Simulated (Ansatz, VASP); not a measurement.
## Two plane-wave programs on BN

File INCAR:

```
SYSTEM = BN
PREC = Accurate
ENCUT = 520
EDIFF = 1E-6
ISMEAR = 1
SIGMA = 0.05
LREAL = .False.
LASPH = .True.
NELM = 100
ALGO = Normal
ISIF = 2
LWAVE = .False.
LCHARG = .False.
GGA = PE
IVDW = 12
NBANDS = 16
```

Contents of KPOINTS:

```
regular mesh
0
Gamma
  12 12 4
  0 0 0
```

The input POSCAR:

```
BN
1.0
    2.5061127838      0.0000000000      0.0000000000
   -1.2530563919      2.1703573356      0.0000000000
    0.0000000000      0.0000000000      6.5923998870
B N
2 2
Direct
   -0.0691507274      0.0000000000      0.5000000000
    0.4026039588      0.6666666667      0.0000000000
    0.0689367990      0.0000000000      0.0000000000
    0.5976373354      0.3333333333      0.5000000000
```

Input for Ansatz:

```yaml
crystal:
  lattice:
    - [2.5061127838, 0.0, 0.0]
    - [-1.2530563919, 2.1703573356, 0.0]
    - [0.0, 0.0, 6.592399887]
  atoms:
    - { symbol: B, position: [-0.0691507274, 0.0, 0.5] }
    - { symbol: B, position: [0.4026039588, 0.6666666667, 0.0] }
    - { symbol: "N", position: [0.068936799, 0.0, 0.0] }
    - { symbol: "N", position: [0.5976373354, 0.3333333333, 0.5] }
basis:
  ecutwfc: 520.0
kpoints:
  mp_grid: { grid: [12, 12, 4] }
hamiltonian:
  xc: pbe
  dispersion: d3bj
scf:
  occupations: { method: methfessel_paxton, width: 0.05 }
output:
  forces: true
  stress: true
  eigenvalues: true
```

Change from the starting cell: mode 4 frozen in at -0.174 Å, normal strain along x +0.0000.

Alike in both runs: task single point; functional PBE; dispersion D3(BJ); k mesh 12 × 12 × 4; occupations methfessel-paxton of order 1, width 0.05 eV; no spin polarisation.

|  | VASP | Ansatz |
| --- | --- | --- |
| version | VASP 6.6.1 | Ansatz 0.2.0 |
| potentials or method | VASP PAW PBE potentials, release 64 (B, N), cutoff 520 eV | scalar-relativistic, plane waves, PAW |
| valence electrons in the cell | 16 | 16 |

```csv
,VASP,Ansatz,Ansatz less VASP
gap on the k mesh at the Fermi level (eV),3.86,3.87,+0.007
least direct gap on the mesh (eV),4.23,4.23,+0.003
pressure (GPa),0.1,0.1,-0.05
"traceless stress, the component that is largest in VASP (GPa)",0.29,0.30,+0.006
rms of the force components (eV/Å),0.011,0.011,+0.0001
```

Atom by atom the forces differ by 0.000 eV/Å (rms over components).
